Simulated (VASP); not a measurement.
# Pb2O (Pn-3m) in VASP: a series of runs

Pb2O is run at these levels: PBEsol; tasks: relaxation of cell and atoms.

Everything below comes from runs of VASP 6.6.1. Logs are shortened: lines on timing, memory, paths and dates and some standing lists are left out, and cuts for length are marked.

**1. The cell of the first run**

The structure is cubic, space group Pn-3m (No. 224). Conventional cell: a = 5.380 Å, b = 5.380 Å, c = 5.380 Å, α = 90.00°, β = 90.00°, γ = 90.00°. Pb (site symmetry -3m) has 2 O at 2.33 Å within 3.1 Å. O (site symmetry -43m) has 4 Pb at 2.33 Å within 3.1 Å.

**2. Relaxation of cell and atoms, PBEsol**

Contents of INCAR:

```
SYSTEM = Pb2O
ALGO = Normal
EDIFF = 1E-6
EDIFFG = -0.005
ENCUT = 600
GGA = PS
IBRION = 2
ISIF = 3
ISMEAR = 0
LASPH = .TRUE.
LCHARG = .FALSE.
LREAL = .FALSE.
LWAVE = .FALSE.
NELM = 80
NSW = 100
PREC = Accurate
SIGMA = 0.1
```

Contents of KPOINTS:

```
k-points
0
G
  8 8 8
  0 0 0
```

Contents of POSCAR:

```
Pb2O
1.0
    5.3800000000      0.0000000000      0.0000000000
    0.0000000000      5.3800000000      0.0000000000
    0.0000000000      0.0000000000      5.3800000000
Pb O
4 2
Direct
    0.2500000000      0.2500000000      0.2500000000
    0.7500000000      0.7500000000      0.2500000000
    0.2500000000      0.7500000000      0.7500000000
    0.7500000000      0.2500000000      0.7500000000
    0.0000000000      0.0000000000      0.0000000000
    0.5000000000      0.5000000000      0.5000000000
```

Potentials or basis: VASP PAW PBE potentials, release 64 (Pb_d, O).

Command:

```sh
> cat potpaw_PBE.64/Pb_d/POTCAR potpaw_PBE.64/O/POTCAR > POTCAR
> mpirun -np 1 vasp_std > vasp.out
```

OUTCAR:

```text
SYSTEM = Pb2O
   EDIFF = 1E-6
   EDIFFG = -0.005
   ENCUT = 600
   GGA = PS
   IBRION = 2
   ISIF = 3
   ISMEAR = 0
   LASPH = .TRUE.
   LREAL = .FALSE.
   NELM = 80
   NSW = 100
   PREC = Accurate

 ion  position               nearest neighbor table
   1  0.250  0.250  0.250-   5 2.33   6 2.33   4 3.80   2 3.80   3 3.80   3 3.80   4 3.80   2 3.80
                             3 3.80   3 3.80   2 3.80   4 3.80   4 3.80   2 3.80
   2  0.750  0.750  0.250-   5 2.33   6 2.33   4 3.80   1 3.80   3 3.80   3 3.80   4 3.80   1 3.80
                             4 3.80   4 3.80   1 3.80   3 3.80   3 3.80   1 3.80
   3  0.250  0.750  0.750-   5 2.33   6 2.33   4 3.80   1 3.80   2 3.80   1 3.80   2 3.80   1 3.80
                             4 3.80   1 3.80   2 3.80   4 3.80   2 3.80   4 3.80
   4  0.750  0.250  0.750-   5 2.33   6 2.33   3 3.80   1 3.80   2 3.80   1 3.80   2 3.80   2 3.80
                             3 3.80   2 3.80   1 3.80   3 3.80   1 3.80   3 3.80
   5  0.000  0.000  0.000-   1 2.33   2 2.33   3 2.33   4 2.33
   6  0.500  0.500  0.500-   1 2.33   2 2.33   3 2.33   4 2.33

  LATTYP: Found a simple cubic cell.
 ALAT       =     5.3800000000

  Lattice vectors:

 A1 = (   5.3800000000,   0.0000000000,   0.0000000000)
 A2 = (   0.0000000000,   5.3800000000,   0.0000000000)
 A3 = (   0.0000000000,   0.0000000000,   5.3800000000)

Analysis of symmetry for initial positions (statically):
=====================================================================
 Subroutine PRICEL returns:
 Original cell was already a primitive cell.

 Routine SETGRP: Setting up the symmetry group for a
 simple cubic supercell.

 Subroutine GETGRP returns: Found 48 space group operations
 (whereof 24 operations were pure point group operations)
 out of a pool of 48 trial point group operations.

The static configuration has the point symmetry T_d .
 The point group associated with its full space group is O_h .

Analysis of symmetry for dynamics (positions and initial velocities):
=====================================================================
 Subroutine PRICEL returns:
 Original cell was already a primitive cell.

 Routine SETGRP: Setting up the symmetry group for a
 simple cubic supercell.

 Subroutine GETGRP returns: Found 48 space group operations
 (whereof 24 operations were pure point group operations)
 out of a pool of 48 trial point group operations.

The dynamic configuration has the point symmetry T_d .
 The point group associated with its full space group is O_h .

 Subroutine INISYM returns: Found 48 space group operations
 (whereof 24 operations are pure point group operations),
 and found     1 'primitive' translations

----------------------------------------------------------------------------------------

                                     Primitive cell

  volume of cell :     155.7209

  direct lattice vectors                    reciprocal lattice vectors
     5.380000000  0.000000000  0.000000000     0.185873606  0.000000000  0.000000000
     0.000000000  5.380000000  0.000000000     0.000000000  0.185873606  0.000000000
     0.000000000  0.000000000  5.380000000     0.000000000  0.000000000  0.185873606

  length of vectors
     5.380000000  5.380000000  5.380000000     0.185873606  0.185873606  0.185873606

  position of ions in fractional coordinates (direct lattice)
     0.250000000  0.250000000  0.250000000
     0.750000000  0.750000000  0.250000000
     0.250000000  0.750000000  0.750000000
     0.750000000  0.250000000  0.750000000
     0.000000000  0.000000000  0.000000000
     0.500000000  0.500000000  0.500000000

  ion indices of the primitive-cell ions
   primitive index   ion index
                 1           1
                 2           2
                 3           3
                 4           4
                 5           5
                 6           6

----------------------------------------------------------------------------------------

 KPOINTS: k-points

Automatic generation of k-mesh.
 Grid dimensions read from file:
 generate k-points for:    8    8    8

 Generating k-lattice:

  Cartesian coordinates                     Fractional coordinates (reciprocal lattice)
     0.023234201  0.000000000  0.000000000     0.125000000  0.000000000  0.000000000
     0.000000000  0.023234201  0.000000000     0.000000000  0.125000000  0.000000000
     0.000000000  0.000000000  0.023234201     0.000000000  0.000000000  0.125000000

  Length of vectors
     0.023234201  0.023234201  0.023234201

  Shift w.r.t. Gamma in fractional coordinates (k-lattice)
     0.000000000  0.000000000  0.000000000

 Subroutine IBZKPT returns following result:
 ===========================================

 Found     35 irreducible k-points:

 Following reciprocal coordinates:
            Coordinates               Weight
  0.000000  0.000000  0.000000      1.000000
  0.125000  0.000000  0.000000      6.000000
  0.250000  0.000000  0.000000      6.000000
  0.375000  0.000000  0.000000      6.000000
  0.500000  0.000000  0.000000      3.000000
  0.125000  0.125000  0.000000     12.000000
[... 16 lines left out ...]
  0.375000  0.375000  0.125000     24.000000
  0.500000  0.375000  0.125000     24.000000
 [... further k-points ...]
   k-points           NKPTS =     35   k-points in BZ     NKDIM =     35   number of bands    NBANDS=     40
   number of dos      NEDOS =    301   number of ions     NIONS =      6
   total plane-waves  NPLWV = 110592
   dimension x,y,z NGX =    48 NGY =   48 NGZ =   48
   dimension x,y,z NGXF=    96 NGYF=   96 NGZF=   96
   ions per type =               4   2
   NGX,Y,Z   is equivalent  to a cutoff of  14.83, 14.83, 14.83 a.u.
   NGXF,Y,Z  is equivalent  to a cutoff of  29.66, 29.66, 29.66 a.u.
 SYSTEM =  Pb2O
   PREC   = accura    normal or accurate (medium, high low for compatibility)
   ISTART =      0    job   : 0-new  1-cont  2-samecut
   ICHARG =      2    charge: 1-file 2-atom 10-const
   ISPIN  =      1    spin polarized calculation?
   LNONCOLLINEAR =      F non collinear calculations
   LSORBIT =      F    spin-orbit coupling
   LASPH  =      T    aspherical Exc in radial PAW
   ENCUT  =  600.0 eV  44.10 Ry    6.64 a.u.  10.75 10.75 10.75*2*pi/ulx,y,z
   NELM   =     80;   NELMIN=  2; NELMDL= -5     # of ELM steps
   EDIFF  = 0.1E-05   stopping-criterion for ELM
   LREAL  =      F    real-space projection
   EDIFFG = -.5E-02   stopping-criterion for IOM
   NSW    =    100    number of steps for IOM
   IBRION =      2    ionic relax: 0-MD 1-quasi-New 2-CG
   NFREE  =      1    steps in history (QN), initial steepest desc. (CG)
   ISIF   =      3    stress and relaxation
   ISYM   =      2    0-nonsym 1-usesym 2-fastsym
   POTIM  = 0.5000    time-step for ionic-motion
   TEBEG  =    0.0;   TEEND  =   0.0 temperature during run
   PSTRESS=    0.0 pullay stress
   NELECT =      68.0000    total number of electrons
   NUPDOWN=      -1.0000    fix difference up-down
   EMIN   =  10.00;   EMAX   =-10.00  energy-range for DOS
   EFERMI =   0.00;   METHOD = LEGACY
   ISMEAR =     0;   SIGMA  =   0.10  broadening in eV -4-tet -1-fermi 0-gaus
   EFERMI_NEDOS =   21; number of points for ismear=-14 and -15
   IALGO  =     38    algorithm
   IMIX   =      4    mixing-type and parameters
     AMIX     =   0.40;   BMIX     =  1.00
     AMIX_MAG =   1.60;   BMIX_MAG =  1.00
  volume/ion in A,a.u.               =      25.95       175.14
  Fermi-wavevector in a.u.,A,eV,Ry     =   1.242021  2.347079 20.988559  1.542616
  Thomas-Fermi vector in A             =   2.376393
   LORBIT       =      0    0 simple, 1 ext, 2 COOP (PROOUT), +10 PAW based schemes
   GGA     = PS    functional components
   LHFCALC =     F    Hartree Fock is set to
   AEXX    =    0.0000 exact exchange contribution
   IVDW    =     0    specifies the selected vdW correction
   LEPSILON=     F    determine dielectric tensor
   LRPA    =     F    only Hartree local field effects (RPA)
 conjugate gradient relaxation of ions
 non-spin polarized calculation
 Gauss-broadening in eV      SIGMA  =   0.10
  energy-cutoff  :      600.00
  volume of cell :      155.72
 maximum number of plane-waves:      5232
 NGX is ok and might be reduce to    48
   NGX = 21   NGY = 21   NGZ = 21

 number of electron      67.9999994 magnetization

 Free energy of the ion-electron system (eV)
  ---------------------------------------------------
  ext. energy  EPLUGINS =         0.00000000
  ---------------------------------------------------
  free energy    TOTEN  =       -28.64591603 eV

  energy without entropy =      -28.63768039  energy(sigma->0) =      -28.64179821

 E-fermi :   4.7952     XC(G=0):  -9.7228

 val. band max:        4.7494245410   @ k =   0.3750   0.3750   0.3750
 cond. band min:       4.8062101484   @ k =   0.3750   0.3750   0.0000
 fundamental gap:      0.0567856074
 Fermi energy:         4.7951708870

 k-point     1 :       0.0000    0.0000    0.0000
  band No.  band energies     occupation
      1     -13.6583      2.00000
      2     -12.4754      2.00000
      3     -11.5837      2.00000
      4     -11.5837      2.00000
      5     -11.5294      2.00000
      6     -11.5294      2.00000
[... 32 lines left out ...]
     39      10.3192      0.00000
     40      10.3195      0.00000

 k-point     2 :       0.1250    0.0000    0.0000
  band No.  band energies     occupation
      1     -13.6294      2.00000
      2     -12.5658      2.00000
      3     -11.5800      2.00000
      4     -11.5763      2.00000
      5     -11.5269      2.00000
      6     -11.5249      2.00000
[... 32 lines left out ...]
     39       9.6625      0.00000
     40       9.8896      0.00000

 k-point     3 :       0.2500    0.0000    0.0000
  band No.  band energies     occupation
      1     -13.5439      2.00000
      2     -12.7702      2.00000
      3     -11.5695      2.00000
      4     -11.5550      2.00000
      5     -11.5255      2.00000
      6     -11.5129      2.00000
[... 32 lines left out ...]
     39       8.4497      0.00000
     40       9.6379      0.00000

 k-point     4 :       0.3750    0.0000    0.0000
  band No.  band energies     occupation
      1     -13.4057      2.00000
      2     -13.0029      2.00000
      3     -11.5548      2.00000
      4     -11.5293      2.00000
      5     -11.5233      2.00000
      6     -11.4975      2.00000
[... 32 lines left out ...]
     39       8.4591      0.00000
     40       9.5551      0.00000
[... 772 lines left out ...]
     39       8.3824      0.00000
     40       8.4713      0.00000

 k-point    23 :       0.3750    0.3750    0.1250
  band No.  band energies     occupation
      1     -13.3898      2.00000
      2     -13.0237      2.00000
      3     -11.5278      2.00000
      4     -11.5233      2.00000
      5     -11.5083      2.00000
      6     -11.5025      2.00000
[... 32 lines left out ...]
     39       8.4793      0.00000
     40       8.5657      0.00000

 k-point    24 :       0.5000    0.3750    0.1250
  band No.  band energies     occupation
      1     -13.3893      2.00000
      2     -13.0243      2.00000
      3     -11.5230      2.00000
      4     -11.5202      2.00000
      5     -11.5062      2.00000
      6     -11.5039      2.00000
[... 32 lines left out ...]
     39       8.2813      0.00000
     40       9.0358      0.00000

 [... further k-points ...]
[... 5 lines left out ...]
  --------------------------------------------------------------------------------------
  -------------------------------------------------------------------------------------
  Total       -0.0217364     -0.0217364     -0.0217364      0.0000000      0.0000000     -0.0000000
  in kB       -0.2236407     -0.2236407     -0.2236407      0.0000000      0.0000000     -0.0000000
  external PRESSURE =      -0.2236407 kB  Pullay stress =       0.0000000 kB

 VOLUME and BASIS-vectors are now :
 -----------------------------------------------------------------------------
  energy-cutoff  :      600.00
  volume of cell :      155.72
      direct lattice vectors                 reciprocal lattice vectors
     5.380000000  0.000000000  0.000000000     0.185873606  0.000000000  0.000000000
     0.000000000  5.380000000  0.000000000     0.000000000  0.185873606  0.000000000
     0.000000000  0.000000000  5.380000000     0.000000000  0.000000000  0.185873606

 POSITION                                       TOTAL-FORCE (eV/Angst)
 -----------------------------------------------------------------------------------
      1.34500      1.34500      1.34500         0.000000     -0.000000     -0.000000
      4.03500      4.03500      1.34500        -0.000000      0.000000      0.000000
      1.34500      4.03500      4.03500         0.000000     -0.000000      0.000000
      4.03500      1.34500      4.03500         0.000000      0.000000     -0.000000
      0.00000      0.00000      0.00000         0.000000     -0.000000      0.000000
      2.69000      2.69000      2.69000        -0.000000     -0.000000     -0.000000
 -----------------------------------------------------------------------------------
    total drift:                               -0.000000     -0.000000      0.000000

  FREE ENERGIE OF THE ION-ELECTRON SYSTEM (eV)
  ---------------------------------------------------
  free  energy   TOTEN  =       -28.6459160288 eV

  energy  without entropy=      -28.6376803929  energy(sigma->0) =      -28.64179821

 reached required accuracy - stopping structural energy minimisation
```

Wall time 5.4 min (1 thread of Intel Xeon Platinum 8259CL at 2.50GHz (Skylake/Cascade Lake), shared host); peak memory 0.43 GiB.

What came out:

```
Free energy             : -28.6459 eV
Pressure after relaxing : 0.0 GPa
Band gap on the k mesh  : zero (bands 34 and 35 overlap by 0.90 eV)
```

Final structure:
```xyz
6
Lattice="5.3800 0.0000 0.0000 0.0000 5.3800 0.0000 0.0000 0.0000 5.3800" Properties=species:S:1:pos:R:3 pbc="T T T"
Pb    1.3450    1.3450    1.3450
Pb    4.0350    4.0350    1.3450
Pb    1.3450    4.0350    4.0350
Pb    4.0350    1.3450    4.0350
O     0.0000    0.0000    0.0000
O     2.6900    2.6900    2.6900
```

Levels at points of the mesh, in eV from the Fermi level:
```
           k point  band 32  band 33  band 34  band 35  band 36  band 37
(0.00, 0.00, 0.00)    -0.49    -0.49    -0.49     2.16     2.16     2.16
(0.50, 0.00, 0.00)    -0.91    -0.55    -0.55     1.08     1.08     1.98
(0.50, 0.50, 0.00)    -1.18    -0.08    -0.08     1.49     1.49     1.99
(0.50, 0.50, 0.50)    -0.81    -0.79    -0.79    -0.79     1.35     4.67
```

Caveat: the relaxation stopped at its first step, so nothing moved; the PAW data sets were made with another functional, which shifts forces and pressure a little; spin-orbit coupling is left out, which moves the levels of the heavy elements.

**3. Relaxation of cell and atoms, PBEsol, target pressure 60 GPa, at which the enthalpy is minimised**

This run uses another cell than the first one, of 17.89 Å³/atom.

Contents of INCAR:

```
SYSTEM = Pb2O
ALGO = Fast
EDIFF = 1E-6
EDIFFG = -0.008
ENCUT = 600
GGA = PS
IBRION = 2
ISIF = 3
ISMEAR = 0
LASPH = .TRUE.
LCHARG = .FALSE.
LREAL = .FALSE.
LWAVE = .FALSE.
NELM = 80
NSW = 70
PREC = Accurate
PSTRESS = 600.0
SIGMA = 0.1
```

KPOINTS is that of step 2.

Edit POSCAR of step 2 so:

```diff
@@ -2,5 +2,5 @@
 1.0
-    5.3800000000      0.0000000000      0.0000000000
-    0.0000000000      5.3800000000      0.0000000000
-    0.0000000000      0.0000000000      5.3800000000
+    4.7528037003      0.0000000000      0.0000000000
+    0.0000000000      4.7528037003      0.0000000000
+    0.0000000000      0.0000000000      4.7528037003
 Pb O
```

Potentials or basis: VASP PAW PBE potentials, release 64 (Pb_d, O).

Command:

```sh
> cat potpaw_PBE.64/Pb_d/POTCAR potpaw_PBE.64/O/POTCAR > POTCAR
> mpirun -np 1 vasp_std > vasp.out
```

It took 14 min on 1 thread of AMD EPYC 9755, shared host; peak memory 0.31 GiB.

It converged, with:

| Item | Value |
| --- | --- |
| Free energy | -21.6710 eV |
| Relaxed volume | 16.87 Å³/atom |
| Relaxed cell | a = 4.661 Å, b = 4.661 Å, c = 4.661 Å, α = 90.00°, β = 90.00°, γ = 90.00° |
| Space group after relaxing (to 0.1 Å) | Pn-3m (No. 224) |
| Energy change on relaxing (the run minimises the enthalpy) | +333.9 meV/atom |
| Ionic steps | 5 |
| Pressure after relaxing | 60.0 GPa |
| Band gap on the k mesh | zero (bands 34 and 35 overlap by 1.25 eV) |

The path:
```
step  energy change (eV)  largest force (eV/Å)  pressure (GPa)  volume (Å³)
   1              0.0000                0.0000           45.54       107.36
   2             11.6595                0.0000          130.70        84.17
   3              1.8353                0.0000           58.93       101.70
   4              1.9594                0.0000           59.75       101.36
   5              2.0034                0.0000           60.03       101.24
```

Final structure:
```xyz
6
Lattice="4.6608 0.0000 0.0000 0.0000 4.6608 0.0000 0.0000 0.0000 4.6608" Properties=species:S:1:pos:R:3 pbc="T T T"
Pb    1.1652    1.1652    1.1652
Pb    3.4956    3.4956    1.1652
Pb    1.1652    3.4956    3.4956
Pb    3.4956    1.1652    3.4956
O     0.0000    0.0000    0.0000
O     2.3304    2.3304    2.3304
```

Levels at points of the mesh, in eV from the Fermi level:
```
           k point  band 32  band 33  band 34  band 35  band 36  band 37
(0.00, 0.00, 0.00)     0.42     0.42     0.42     2.44     2.44     2.44
(0.50, 0.00, 0.00)    -1.59    -0.60    -0.60     1.91     1.91     1.96
(0.50, 0.50, 0.00)    -1.03    -0.77    -0.77     2.18     2.18     2.78
(0.50, 0.50, 0.50)    -2.25    -0.81    -0.81    -0.81     1.12     6.30
```

Caveat: the cell is relaxed towards a set pressure, so the run minimises the enthalpy, not the energy; the PAW data sets were made with another functional, which shifts forces and pressure a little; spin-orbit coupling is left out, which moves the levels of the heavy elements.

(Part 1 of 2 ends here.)

The gap in the log of VASP goes by the Fermi energy; the results here count the filled bands.